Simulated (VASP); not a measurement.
# ZnO in VASP: a series of runs

The runs below take ZnO through single point, with PBEsol.

Program: VASP 6.6.1. These are calculated values, not measurements. Logs are shortened: lines on timing, memory, paths and dates and some standing lists are left out, and cuts for length are marked.

### Step 1. The cell of the first run

The cell holds a slab with vacuum, 8 atoms: a = 3.230 Å, b = 3.230 Å, c = 32.207 Å, α = 90.00°, β = 90.00°, γ = 120.00°.

### Step 2. Single point, PBEsol

Input file INCAR:

```
PREC = Accurate
ENCUT = 520
EDIFF = 1E-7
ISMEAR = 0
SIGMA = 0.05
LREAL = False
LASPH = True
NELM = 100
ALGO = Normal
ISIF = 2
LWAVE = False
LCHARG = False
LDIPOL = True
IDIPOL = 3
DIPOL = 0.5 0.5 0.364
GGA = PS
NBANDS = 46
```

Input file KPOINTS:

```
regular mesh
0
Gamma
  9 9 1
```

Input file POSCAR:

```
ZnO
1.0
    3.2300235054      0.0000000000      0.0000000000
   -1.6150117527      2.7972824105      0.0000000000
    0.0000000000      0.0000000000     32.2070166434
O Zn
4 4
Direct
    0.6666666667      0.3333333333      0.2416549844
    0.3333333333      0.6666666667      0.3164081826
    0.6666666667      0.3333333333      0.3951207496
    0.3333333333      0.6666666667      0.4748897957
    0.3333333333      0.6666666667      0.2508043531
    0.6666666667      0.3333333333      0.3314772632
    0.3333333333      0.6666666667      0.4118370374
    0.6666666667      0.3333333333      0.4934461624
```

Potentials or basis: VASP PAW PBE potentials, release 64 (O, Zn).

The run is started by

```
$ cat potpaw_PBE.64/O/POTCAR potpaw_PBE.64/Zn/POTCAR > POTCAR
$ mpirun -np 1 vasp_std > vasp.out
```

OUTCAR:

```text
PREC = Accurate
   ENCUT = 520
   EDIFF = 1E-7
   ISMEAR = 0
   LREAL = False
   LASPH = True
   NELM = 100
   ISIF = 2
   GGA = PS

 ion  position               nearest neighbor table
   1  0.667  0.333  0.242-   5 1.89   5 1.89   5 1.89
   2  0.333  0.667  0.316-   6 1.93   6 1.93   6 1.93   5 2.11
   3  0.667  0.333  0.395-   7 1.94   7 1.94   7 1.94   6 2.05
   4  0.333  0.667  0.475-   8 1.96   8 1.96   8 1.96   7 2.03
   5  0.333  0.667  0.251-   1 1.89   1 1.89   1 1.89   2 2.11
   6  0.667  0.333  0.331-   2 1.93   2 1.93   2 1.93   3 2.05
   7  0.333  0.667  0.412-   3 1.94   3 1.94   3 1.94   4 2.03
   8  0.667  0.333  0.493-   4 1.96   4 1.96   4 1.96

  LATTYP: Found a hexagonal cell.
 ALAT       =     3.2300235054
 C/A-ratio  =     9.9711400210

  Lattice vectors:

 A1 = (   3.2300235054,   0.0000000000,   0.0000000000)
 A2 = (  -1.6150117527,   2.7972824105,   0.0000000000)
 A3 = (   0.0000000000,   0.0000000000,  32.2070166434)

Analysis of symmetry for initial positions (statically):
=====================================================================
 Subroutine PRICEL returns:
 Original cell was already a primitive cell.

 Routine SETGRP: Setting up the symmetry group for a
 hexagonal supercell.

 Subroutine GETGRP returns: Found  6 space group operations
 (whereof  6 operations were pure point group operations)
 out of a pool of 24 trial point group operations.

The static configuration has the point symmetry C_3v.

Analysis of symmetry for dynamics (positions and initial velocities):
=====================================================================
 Subroutine PRICEL returns:
 Original cell was already a primitive cell.

 Routine SETGRP: Setting up the symmetry group for a
 hexagonal supercell.

 Subroutine GETGRP returns: Found  6 space group operations
 (whereof  6 operations were pure point group operations)
 out of a pool of 24 trial point group operations.

The dynamic configuration has the point symmetry C_3v.

 Subroutine INISYM returns: Found  6 space group operations
 (whereof  6 operations are pure point group operations),
 and found     1 'primitive' translations

----------------------------------------------------------------------------------------

                                     Primitive cell

  volume of cell :     290.9997

  direct lattice vectors                    reciprocal lattice vectors
     3.230023505  0.000000000  0.000000000     0.309595270  0.178744913  0.000000000
    -1.615011753  2.797282410  0.000000000     0.000000000  0.357489825  0.000000000
[... 98 lines left out ...]
   EFERMI =   0.00;   METHOD = LEGACY
   ISMEAR =     0;   SIGMA  =   0.05  broadening in eV -4-tet -1-fermi 0-gaus
   EFERMI_NEDOS =   21; number of points for ismear=-14 and -15
   IALGO  =     38    algorithm
   IMIX   =      4    mixing-type and parameters
     AMIX     =   0.40;   BMIX     =  1.00
     AMIX_MAG =   1.60;   BMIX_MAG =  1.00
  volume/ion in A,a.u.               =      36.37       245.47
  Fermi-wavevector in a.u.,A,eV,Ry     =   1.027752  1.942169 14.371472  1.056273
  Thomas-Fermi vector in A             =   2.161713
   LORBIT       =      0    0 simple, 1 ext, 2 COOP (PROOUT), +10 PAW based schemes
   GGA     = PS    functional components
   LHFCALC =     F    Hartree Fock is set to
   AEXX    =    0.0000 exact exchange contribution
   IVDW    =     0    specifies the selected vdW correction
   LEPSILON=     F    determine dielectric tensor
   LRPA    =     F    only Hartree local field effects (RPA)
 non-spin polarized calculation
 Gauss-broadening in eV      SIGMA  =   0.05
  energy-cutoff  :      520.00
  volume of cell :      291.00
 maximum number of plane-waves:      7932
   NGX = 13   NGY = 13   NGZ =119

 dipolmoment           0.000000      0.000000      0.005486 electrons x Angstroem

 number of electron      72.0000070 magnetization

 dipolmoment           0.000000      0.000000     -0.175774 electrons x Angstroem

 Free energy of the ion-electron system (eV)
  ---------------------------------------------------
  ext. energy  EPLUGINS =         0.00000000
  ---------------------------------------------------
  free energy    TOTEN  =       -36.90868385 eV

  energy without entropy =      -36.90520703  energy(sigma->0) =      -36.90694544

 E-fermi :  -2.9147     XC(G=0):  -4.0999

 val. band max:       -2.9562952542   @ k =   0.1111   0.1111   0.0000
 cond. band min:      -2.8890753601   @ k =   0.1111   0.0000   0.0000
 fundamental gap:      0.0672198942
 Fermi energy:        -2.9146916323

 k-point     1 :       0.0000    0.0000    0.0000
  band No.  band energies     occupation
      1     -22.6723      2.00000
      2     -21.4186      2.00000
      3     -20.5340      2.00000
      4     -19.8708      2.00000
      5     -10.8897      2.00000
      6     -10.8897      2.00000
[... 577 lines left out ...]
     45       5.7873      0.00000
     46       6.3089      0.00000

------------------------ aborting loop because EDIFF is reached ----------------------------------------

 vacuum level on the upper side and lower side of the slab       (xc-potential included)        -1.790         1.671

  FORCE on cell =-STRESS in cart. coord.  units (eV):
  Direction    XX          YY          ZZ          XY          YZ          ZX
  --------------------------------------------------------------------------------------
  -------------------------------------------------------------------------------------
  Total        1.1034982      1.1034982      0.5579869      0.0000000     -0.0000000      0.0000000
  in kB        6.0756075      6.0756075      3.0721476      0.0000000     -0.0000000      0.0000000
  external PRESSURE =       5.0744542 kB  Pullay stress =       0.0000000 kB

 VOLUME and BASIS-vectors are now :
 -----------------------------------------------------------------------------
  energy-cutoff  :      520.00
  volume of cell :      291.00
      direct lattice vectors                 reciprocal lattice vectors
     3.230023505  0.000000000  0.000000000     0.309595270  0.178744913  0.000000000
    -1.615011753  2.797282410  0.000000000     0.000000000  0.357489825  0.000000000
     0.000000000  0.000000000 32.207016643     0.000000000  0.000000000  0.031049135

 POSITION                                       TOTAL-FORCE (eV/Angst)
 -----------------------------------------------------------------------------------
      1.61501      0.93243      7.78299        -0.000000     -0.000000     -0.013772
     -0.00000      1.86485     10.19056        -0.000000     -0.000000      0.180074
      1.61501      0.93243     12.72566         0.000000     -0.000000      0.457095
     -0.00000      1.86485     15.29478        -0.000000     -0.000000      1.134934
     -0.00000      1.86485      8.07766         0.000000     -0.000000     -0.050252
      1.61501      0.93243     10.67589        -0.000000      0.000000     -0.331282
     -0.00000      1.86485     13.26404        -0.000000     -0.000000     -0.597338
      1.61501      0.93243     15.89243        -0.000000     -0.000000     -0.779460
 -----------------------------------------------------------------------------------
    total drift:                                0.000001     -0.000001      0.001247

  FREE ENERGIE OF THE ION-ELECTRON SYSTEM (eV)
  ---------------------------------------------------
  free  energy   TOTEN  =       -36.9086838515 eV

  energy  without entropy=      -36.9052070283  energy(sigma->0) =      -36.90694544

 vacuum level on the upper side and lower side of the slab         0.373         3.891
```

Run time: 7.1 min. Hardware: 1 thread of Intel Xeon Platinum 8259CL at 2.50GHz (Skylake/Cascade Lake), shared host; peak memory 0.44 GiB.

Results:

| Quantity | Value |
| --- | --- |
| Free energy | -36.9087 eV |
| Largest force | 1.135 eV/Å |
| Band gap on the k mesh | zero (band 36 reaches -2.46 eV, above the bottom of band 37 at -2.96 eV) |

Forces on the atoms (eV/Å):
```
O    0.000  0.000 -0.014
O    0.000  0.000  0.180
O    0.000  0.000  0.457
O    0.000  0.000  1.135
Zn   0.000  0.000 -0.050
Zn   0.000  0.000 -0.331
Zn   0.000  0.000 -0.597
Zn   0.000  0.000 -0.779
```

Caveat: the PAW data sets were made with another functional, which shifts forces and pressure a little.

### Step 3. Single point, PBEsol

This run uses another cell than the first one, of 35.70 Å³/atom, 0.981 times its volume.

Changes to INCAR since step 2:

```diff
@@ -2,3 +2,3 @@
 ENCUT = 520
-EDIFF = 1E-7
+EDIFF = 1E-6
 ISMEAR = 0
@@ -14,3 +14,3 @@
 IDIPOL = 3
-DIPOL = 0.5 0.5 0.364
+DIPOL = 0.5 0.5 0.363
 GGA = PS
```

KPOINTS is that of step 2.

Input file POSCAR:

```
ZnO
1.0
    3.2300235054      0.0000000000      0.0000000000
   -1.6150117527      2.7972824105      0.0000000000
    0.0000000000      0.0000000000     31.6070166434
O Zn
4 4
Direct
    0.7142855876      0.2857144124      0.2391910920
    0.3814435359      0.6185564641      0.3156112929
    0.7159274392      0.2840725608      0.3955663751
    0.3827246959      0.6172753041      0.4765485096
    0.3809478583      0.6190521417      0.2478885950
    0.7147819098      0.2852180902      0.3295266746
    0.3825785937      0.6174214063      0.4107481753
    0.7150335181      0.2849664819      0.4926825204
```

Potentials or basis: VASP PAW PBE potentials, release 64 (O, Zn).

The run is started by

```
$ cat potpaw_PBE.64/O/POTCAR potpaw_PBE.64/Zn/POTCAR > POTCAR
$ mpirun -np 1 vasp_std > vasp.out
```

It took 15 min on 1 thread of Intel Xeon Platinum 8259CL at 2.50GHz (Skylake/Cascade Lake), shared host; peak memory 0.51 GiB.

It converged, with:

```
Free energy            : -37.0110 eV
Largest force          : 0.895 eV/Å
Band gap on the k mesh : zero (band 36 reaches -2.28 eV, above the bottom of band 37 at -2.74 eV)
```

Forces on the atoms (eV/Å):
```
O    0.001 -0.001 -0.007
O    0.001 -0.001  0.158
O   -0.003  0.002  0.378
O   -0.049  0.028  0.893
Zn   0.001 -0.001 -0.048
Zn   0.000  0.000 -0.283
Zn  -0.001  0.001 -0.465
Zn   0.050 -0.029 -0.625
```

Levels at points of the mesh, in eV from the Fermi level:
```csv
k point,band 32,band 33,band 34,band 35,band 36,band 37,band 38,band 39,band 40,band 41
"(0.00, 0.00, 0.00)",-1.16,-0.41,-0.09,-0.09,0.45,0.45,1.52,2.49,3.19,3.54
```

Caveat: the PAW data sets were made with another functional, which shifts forces and pressure a little.
